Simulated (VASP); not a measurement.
# Hg (R-3m) in VASP: a series of runs

The runs below take Hg through single point, with LDA.

Program: VASP 6.6.1. These are calculated values, not measurements. Logs are shortened: lines on timing, memory, paths and dates and some standing lists are left out, and cuts for length are marked.

## Step 1: The cell of the first run

It takes space group R-3m (No. 166, trigonal). Conventional cell: a = 3.493 Å, b = 3.493 Å, c = 6.444 Å, α = 90.00°, β = 90.00°, γ = 120.00°. Hg (site symmetry -3m) has 12 Hg at 2.95 to 3.49 Å within 3.9 Å.

## Step 2: Single point, LDA

INCAR reads:

```
PREC = Accurate ; ENCUT = 520
EDIFF = 1E-6 ; ISMEAR = 0
SIGMA = 0.6 ; LREAL = False
LASPH = True ; NELM = 80
ALGO = Normal ; ISIF = 2
LWAVE = False ; LCHARG = False
GGA = CA ; NBANDS = 12
```

KPOINTS reads:

```
regular mesh
0
Gamma
  11 11 11
```

POSCAR reads:

```
Hg
1.0
    1.7463233735      1.0082402698      2.1478810803
   -1.7463233735      1.0082402698      2.1478810803
    0.0000000000     -2.0164805396      2.1478810803
Hg
1
Direct
    0.0000000000      1.0000000000      0.0000000000
```

Potentials or basis: VASP PAW LDA potentials, release 64 (Hg).

Launch:

```bash
cat potpaw_LDA.64/Hg/POTCAR > POTCAR
mpirun -np 1 vasp_std > vasp.out
```

OUTCAR:

```text
PREC = Accurate
   ENCUT = 520
   EDIFF = 1E-6
   ISMEAR = 0
   LREAL = False
   LASPH = True
   NELM = 80
   ISIF = 2
   GGA = CA

 ion  position               nearest neighbor table
   1  0.000  0.000  0.000-

  LATTYP: Found a trigonal (rhomboedric) cell.
 ALAT       =     2.9461138643
 COS(alpha) =     0.2972833017

  Lattice vectors:

 A1 = (   1.7463233735,   1.0082402698,   2.1478810803)
 A2 = (  -1.7463233735,   1.0082402698,   2.1478810803)
 A3 = (   0.0000000000,  -2.0164805396,   2.1478810803)

Analysis of symmetry for initial positions (statically):
=====================================================================
 Subroutine PRICEL returns:
 Original cell was already a primitive cell.

 Routine SETGRP: Setting up the symmetry group for a
 trigonal (rhombohedral) supercell.

 Subroutine GETGRP returns: Found 12 space group operations
 (whereof 12 operations were pure point group operations)
 out of a pool of 12 trial point group operations.

The static configuration has the point symmetry D_3d.

Analysis of symmetry for dynamics (positions and initial velocities):
=====================================================================
 Subroutine PRICEL returns:
 Original cell was already a primitive cell.

 Routine SETGRP: Setting up the symmetry group for a
 trigonal (rhombohedral) supercell.

 Subroutine GETGRP returns: Found 12 space group operations
 (whereof 12 operations were pure point group operations)
 out of a pool of 12 trial point group operations.

The dynamic configuration has the point symmetry D_3d.

 Subroutine INISYM returns: Found 12 space group operations
 (whereof 12 operations are pure point group operations),
 and found     1 'primitive' translations

----------------------------------------------------------------------------------------

                                     Primitive cell

  volume of cell :      22.6908

  direct lattice vectors                    reciprocal lattice vectors
     1.746323374  1.008240270  2.147881080     0.286315815  0.165304513  0.155191708
    -1.746323374  1.008240270  2.147881080    -0.286315815  0.165304513  0.155191708
     0.000000000 -2.016480540  2.147881080     0.000000000 -0.330609026  0.155191708

  length of vectors
     2.946113864  2.946113864  2.946113864     0.365221569  0.365221569  0.365221569

  position of ions in fractional coordinates (direct lattice)
     0.000000000  0.000000000  0.000000000

  ion indices of the primitive-cell ions
   primitive index   ion index
                 1           1

----------------------------------------------------------------------------------------

 KPOINTS: regular mesh

Automatic generation of k-mesh.
 Grid dimensions read from file:
 generate k-points for:   11   11   11

 Generating k-lattice:

  Cartesian coordinates                     Fractional coordinates (reciprocal lattice)
     0.026028710  0.015027683  0.014108337     0.090909091  0.000000000  0.000000000
    -0.026028710  0.015027683  0.014108337     0.000000000  0.090909091  0.000000000
     0.000000000 -0.030055366  0.014108337     0.000000000  0.000000000  0.090909091

  Length of vectors
     0.033201961  0.033201961  0.033201961

  Shift w.r.t. Gamma in fractional coordinates (k-lattice)
     0.000000000  0.000000000  0.000000000

 Subroutine IBZKPT returns following result:
 ===========================================

 Found    146 irreducible k-points:

 Following reciprocal coordinates:
            Coordinates               Weight
  0.000000  0.000000  0.000000      1.000000
  0.090909  0.000000 -0.000000      6.000000
  0.181818 -0.000000 -0.000000      6.000000
  0.272727  0.000000 -0.000000      6.000000
  0.363636 -0.000000 -0.000000      6.000000
  0.454545  0.000000 -0.000000      6.000000
[... 16 lines left out ...]
 -0.272727  0.181818  0.000000     12.000000
 -0.181818  0.181818  0.000000      6.000000
 [... further k-points ...]
   k-points           NKPTS =    146   k-points in BZ     NKDIM =    146   number of bands    NBANDS=     12
   number of dos      NEDOS =    301   number of ions     NIONS =      1
   total plane-waves  NPLWV =  13824
   dimension x,y,z NGX =    24 NGY =   24 NGZ =   24
   dimension x,y,z NGXF=    48 NGYF=   48 NGZF=   48
   ions per type =               1
   NGX,Y,Z   is equivalent  to a cutoff of  13.54, 13.54, 13.54 a.u.
   NGXF,Y,Z  is equivalent  to a cutoff of  27.09, 27.09, 27.09 a.u.
 SYSTEM =  unknown system
   PREC   = accura    normal or accurate (medium, high low for compatibility)
   ISTART =      0    job   : 0-new  1-cont  2-samecut
   ICHARG =      2    charge: 1-file 2-atom 10-const
   ISPIN  =      1    spin polarized calculation?
   LNONCOLLINEAR =      F non collinear calculations
   LSORBIT =      F    spin-orbit coupling
   LASPH  =      T    aspherical Exc in radial PAW
   ENCUT  =  520.0 eV  38.22 Ry    6.18 a.u.   5.48  5.48  5.48*2*pi/ulx,y,z
   NELM   =     80;   NELMIN=  2; NELMDL= -5     # of ELM steps
   EDIFF  = 0.1E-05   stopping-criterion for ELM
   LREAL  =      F    real-space projection
[... 7 lines left out ...]
   TEBEG  =    0.0;   TEEND  =   0.0 temperature during run
   PSTRESS=    0.0 pullay stress
   NELECT =      12.0000    total number of electrons
   NUPDOWN=      -1.0000    fix difference up-down
   EMIN   =  10.00;   EMAX   =-10.00  energy-range for DOS
   EFERMI =   0.00;   METHOD = LEGACY
   ISMEAR =     0;   SIGMA  =   0.60  broadening in eV -4-tet -1-fermi 0-gaus
   EFERMI_NEDOS =   21; number of points for ismear=-14 and -15
   IALGO  =     38    algorithm
   IMIX   =      4    mixing-type and parameters
     AMIX     =   0.40;   BMIX     =  1.00
     AMIX_MAG =   1.60;   BMIX_MAG =  1.00
  volume/ion in A,a.u.               =      22.69       153.13
  Fermi-wavevector in a.u.,A,eV,Ry     =   1.323890  2.501789 23.846718  1.752684
  Thomas-Fermi vector in A             =   2.453465
   LORBIT       =      0    0 simple, 1 ext, 2 COOP (PROOUT), +10 PAW based schemes
   GGA     = CA    functional components
   LHFCALC =     F    Hartree Fock is set to
   AEXX    =    0.0000 exact exchange contribution
   IVDW    =     0    specifies the selected vdW correction
   LEPSILON=     F    determine dielectric tensor
   LRPA    =     F    only Hartree local field effects (RPA)
 non-spin polarized calculation
 Gauss-broadening in eV      SIGMA  =   0.60
  energy-cutoff  :      520.00
  volume of cell :       22.69
 maximum number of plane-waves:       631
 NGX is ok and might be reduce to    24
   NGX = 11   NGY = 11   NGZ = 11

 number of electron      12.0000003 magnetization

 Free energy of the ion-electron system (eV)
  ---------------------------------------------------
  ext. energy  EPLUGINS =         0.00000000
  ---------------------------------------------------
  free energy    TOTEN  =        -0.99183735 eV

  energy without entropy =       -0.94117468  energy(sigma->0) =       -0.96650602

 E-fermi :   2.9206     XC(G=0): -11.3641

 val. band max:        2.7327674856   @ k =  -0.4545   0.1818   0.1818
 cond. band min:       2.9311021397   @ k =  -0.4545   0.2727   0.0000
 fundamental gap:      0.1983346541
 Fermi energy:         2.9205964815

 k-point     1 :       0.0000    0.0000    0.0000
  band No.  band energies     occupation
      1      -6.6767      2.00000
      2      -5.1425      2.00000
      3      -5.1425      2.00000
      4      -3.4611      2.00000
      5      -3.3466      2.00000
      6      -3.3466      2.00000
      7      14.9025      0.00000
      8      15.3178      0.00000
      9      15.3178      0.00000
     10      19.9554      0.00000
     11      21.2907      0.00000
     12      21.2907      0.00000

 k-point     2 :       0.0909    0.0000   -0.0000
  band No.  band energies     occupation
      1      -6.4910      2.00000
      2      -5.1295      2.00000
      3      -5.0687      2.00000
      4      -3.4661      2.00000
      5      -3.3808      2.00000
      6      -3.3565      2.00000
      7      13.4746      0.00000
      8      15.1242      0.00000
      9      15.4676      0.00000
     10      20.5309      0.00000
     11      21.1541      0.00000
     12      22.4264      0.00000

 k-point     3 :       0.1818   -0.0000   -0.0000
  band No.  band energies     occupation
      1      -6.0479      2.00000
      2      -5.1033      2.00000
      3      -4.7615      2.00000
      4      -3.4607      2.00000
      5      -3.4586      2.00000
      6      -3.3763      2.00000
      7      10.4806      0.00000
      8      15.4249      0.00000
      9      15.8022      0.00000
     10      20.8308      0.00000
     11      20.8769      0.00000
     12      23.0090      0.00000

 k-point     4 :       0.2727    0.0000   -0.0000
  band No.  band energies     occupation
      1      -5.7196      2.00000
      2      -5.0913      2.00000
      3      -3.9103      2.00000
      4      -3.5270      2.00000
      5      -3.4418      2.00000
      6      -3.3551      2.00000
      7       7.4217      0.00000
      8      15.6364      0.00000
      9      16.0209      0.00000
     10      20.8477      0.00000
     11      21.1165      0.00000
     12      22.2046      0.00000

 k-point     5 :       0.3636   -0.0000   -0.0000
  band No.  band energies     occupation
      1      -5.6303      2.00000
      2      -5.1056      2.00000
      3      -3.5539      2.00000
      4      -3.4594      2.00000
      5      -3.2510      2.00000
      6      -2.4199      2.00000
      7       4.5242      0.00016
      8      15.6043      0.00000
      9      15.9516      0.00000
     10      20.9512      0.00000
     11      21.2703      0.00000
     12      21.7700      0.00000

 k-point     6 :       0.4545    0.0000   -0.0000
  band No.  band energies     occupation
      1      -5.6257      2.00000
      2      -5.1258      2.00000
      3      -3.5534      2.00000
      4      -3.4725      2.00000
      5      -3.1598      2.00000
      6      -0.4612      2.00000
      7       1.8759      1.98620
      8      15.4823      0.00000
      9      15.8033      0.00000
     10      20.7463      0.00000
     11      21.3305      0.00000
     12      21.7280      0.00000

 k-point     7 :       0.0909    0.0909   -0.0000
  band No.  band energies     occupation
      1      -6.3751      2.00000
      2      -5.1069      2.00000
      3      -4.9846      2.00000
      4      -3.5514      2.00000
      5      -3.4237      2.00000
      6      -3.3479      2.00000
      7      14.2929      0.00000
      8      14.3361      0.00000
      9      15.0543      0.00000
     10      21.1562      0.00000
     11      21.3426      0.00000
     12      22.1662      0.00000

 k-point     8 :       0.1818    0.0909   -0.0000
  band No.  band energies     occupation
      1      -5.9697      2.00000
      2      -5.0598      2.00000
      3      -4.7205      2.00000
      4      -3.6578      2.00000
      5      -3.4560      2.00000
      6      -3.3566      2.00000
      7      11.3979      0.00000
      8      15.0740      0.00000
      9      15.5253      0.00000
     10      19.9303      0.00000
     11      21.5671      0.00000
     12      22.5803      0.00000
[... 166 lines left out ...]
 k-point    20 :       0.4545    0.1818   -0.0000
  band No.  band energies     occupation
      1      -5.3843      2.00000
      2      -4.7199      2.00000
      3      -4.1434      2.00000
      4      -3.4666      2.00000
      5      -3.2609      2.00000
      6      -0.5139      2.00000
      7       3.6216      0.09848
      8      12.5781      0.00000
      9      15.1188      0.00000
     10      18.7990      0.00000
     11      20.1380      0.00000
     12      22.7956      0.00000

 k-point    21 :      -0.4545    0.1818    0.0000
  band No.  band energies     occupation
      1      -5.3677      2.00000
      2      -4.7964      2.00000
      3      -3.9728      2.00000
      4      -3.5022      2.00000
      5      -3.2552      2.00000
      6       0.8379      2.00000
      7       1.9311      1.98031
      8      11.3973      0.00000
      9      15.6777      0.00000
     10      19.6338      0.00000
     11      21.1889      0.00000
     12      22.4219      0.00000

 k-point    22 :      -0.3636    0.1818    0.0000
  band No.  band energies     occupation
      1      -5.3274      2.00000
      2      -4.8065      2.00000
      3      -3.9104      2.00000
      4      -3.5258      2.00000
      5      -3.3408      2.00000
      6      -1.0155      2.00000
      7       4.1746      0.00312
      8      10.5459      0.00000
      9      16.5940      0.00000
     10      19.6315      0.00000
     11      21.4384      0.00000
     12      22.8277      0.00000

 k-point    23 :      -0.2727    0.1818    0.0000
  band No.  band energies     occupation
      1      -5.3046      2.00000
      2      -4.7888      2.00000
      3      -4.1008      2.00000
      4      -3.5289      2.00000
      5      -3.4731      2.00000
      6      -2.4132      2.00000
      7       6.8293      0.00000
      8      10.0789      0.00000
      9      17.5870      0.00000
     10      19.7343      0.00000
     11      20.2806      0.00000
     12      22.7836      0.00000

 k-point    24 :      -0.1818    0.1818    0.0000
  band No.  band energies     occupation
      1      -5.4071      2.00000
      2      -4.8303      2.00000
      3      -4.6284      2.00000
      4      -3.5093      2.00000
      5      -3.5018      2.00000
      6      -3.0194      2.00000
      7       9.2682      0.00000
      8      10.3976      0.00000
      9      17.4513      0.00000
     10      19.4755      0.00000
     11      21.2408      0.00000
     12      22.8156      0.00000

 [... further k-points ...]
[... 5 lines left out ...]
  --------------------------------------------------------------------------------------
  -------------------------------------------------------------------------------------
  Total        0.0917243      0.0917243      0.1117520      0.0000000     -0.0000000      0.0000000
  in kB        6.4765657      6.4765658      7.8907036      0.0000000     -0.0000000      0.0000000
  external PRESSURE =       6.9479450 kB  Pullay stress =       0.0000000 kB

 VOLUME and BASIS-vectors are now :
 -----------------------------------------------------------------------------
  energy-cutoff  :      520.00
  volume of cell :       22.69
      direct lattice vectors                 reciprocal lattice vectors
     1.746323374  1.008240270  2.147881080     0.286315815  0.165304513  0.155191708
    -1.746323374  1.008240270  2.147881080    -0.286315815  0.165304513  0.155191708
     0.000000000 -2.016480540  2.147881080     0.000000000 -0.330609026  0.155191708

 POSITION                                       TOTAL-FORCE (eV/Angst)
 -----------------------------------------------------------------------------------
      0.00000      0.00000      0.00000         0.000000     -0.000000      0.000000
 -----------------------------------------------------------------------------------
    total drift:                                0.000000     -0.000000      0.000000

  FREE ENERGIE OF THE ION-ELECTRON SYSTEM (eV)
  ---------------------------------------------------
  free  energy   TOTEN  =        -0.9918373520 eV

  energy  without entropy=       -0.9411746789  energy(sigma->0) =       -0.96650602
```

Run time: 36 s. Hardware: 1 thread of Intel Xeon 8259CL, shared host; peak memory 0.16 GiB.

Results:

* Free energy: -0.9918 eV
* Pressure: 0.7 GPa
* Band gap on the k mesh: zero (bands 6 and 7 overlap by 2.76 eV)

Stress tensor (GPa, compression positive):
```
0.65 0.00 0.00
0.00 0.65 0.00
0.00 0.00 0.79
```

Caveat: so wide a smearing shifts energies and pressures; spin-orbit coupling is left out, which moves the levels of the heavy elements.

(Continued in part 2 of 2.)
